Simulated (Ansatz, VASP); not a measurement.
# YZr2Sb3: VASP beside Ansatz

File INCAR:

```
SYSTEM = YZr2Sb3
ALGO = Normal
EDIFF = 1E-7
ENCUT = 520
GGA = PE
ISIF = 2
ISMEAR = 0
LASPH = .TRUE.
LCHARG = .FALSE.
LREAL = .FALSE.
LWAVE = .FALSE.
NBANDS = 34
NELM = 60
PREC = Accurate
SIGMA = 0.1
```

The input KPOINTS:

```
k-points
0
G
  3 3 4
  0 0 0
```

File POSCAR:

```
YZr2Sb3
1.0
    5.8973812900      0.0000000000      0.0000000000
   -2.9486906500      5.1072820200      0.0000000000
    0.0000000000      0.0000000000      4.6320237700
Y Zr Sb
1 2 3
Direct
    0.0000000000      0.0000000000      0.0000000000
    0.3333333300      0.6666666700      0.0000000000
    0.6666666700      0.3333333300      0.0000000000
    0.5000000000      0.0000000000      0.5000000000
    0.5000000000      0.5000000000      0.5000000000
    0.0000000000      0.5000000000      0.5000000000
```

Input for Ansatz:

```yaml
crystal:
  lattice:
    - [5.89738129, 0.0, 0.0]
    - [-2.94869065, 5.10728202, 0.0]
    - [0.0, 0.0, 4.63202377]
  atoms:
    - { symbol: "Y", position: [0.0, 0.0, 0.0] }
    - { symbol: Zr, position: [0.33333333, 0.66666667, 0.0] }
    - { symbol: Zr, position: [0.66666667, 0.33333333, 0.0] }
    - { symbol: Sb, position: [0.5, 0.0, 0.5] }
    - { symbol: Sb, position: [0.5, 0.5, 0.5] }
    - { symbol: Sb, position: [0.0, 0.5, 0.5] }
basis:
  ecutwfc: 420
kpoints:
  mp_grid: { grid: [3, 3, 4] }
hamiltonian:
  xc: pbe
scf:
  occupations: { method: gaussian, width: 0.1 }
  lower_state_search: "off"
output:
  forces: true
  stress: true
  eigenvalues: true
```

Change from the starting cell: species swapped into the LaGa3Pd2 type (P6/mmm, No. 191).

Alike in both runs: task single point; functional PBE; k mesh 3 × 3 × 4; occupations gaussian, width 0.1 eV; no spin polarisation.

```csv
,VASP,Ansatz
version,VASP 6.6.1,Ansatz 0.2.0
potentials or method,"VASP PAW PBE potentials, release 64 (Y_sv, Zr_sv, Sb), cutoff 520 eV","scalar-relativistic, plane waves, PAW"
valence electrons in the cell,50,80
```

VASP gave:

| Quantity | Value |
| --- | --- |
| gap on the k mesh at the Fermi level (eV) | none |
| pressure (GPa) | 12.1 |
| traceless stress, the component that is largest in VASP (GPa) | -4.60 |

**Question.** What did Ansatz give for the same quantities?

**Answer.** gap on the k mesh at the Fermi level (eV): none; pressure (GPa): 12.1; traceless stress, the component that is largest in VASP (GPa): -4.52.

A gap of «none» marks a metal or a gap that the smearing closes. VASP's potentials hold 50 valence electrons a cell and Ansatz's 80, so a difference there can come from the potentials and not from the codes.

The k mesh is coarse, so the values compare programs but aren't converged. Neither program's run includes spin-orbit coupling.
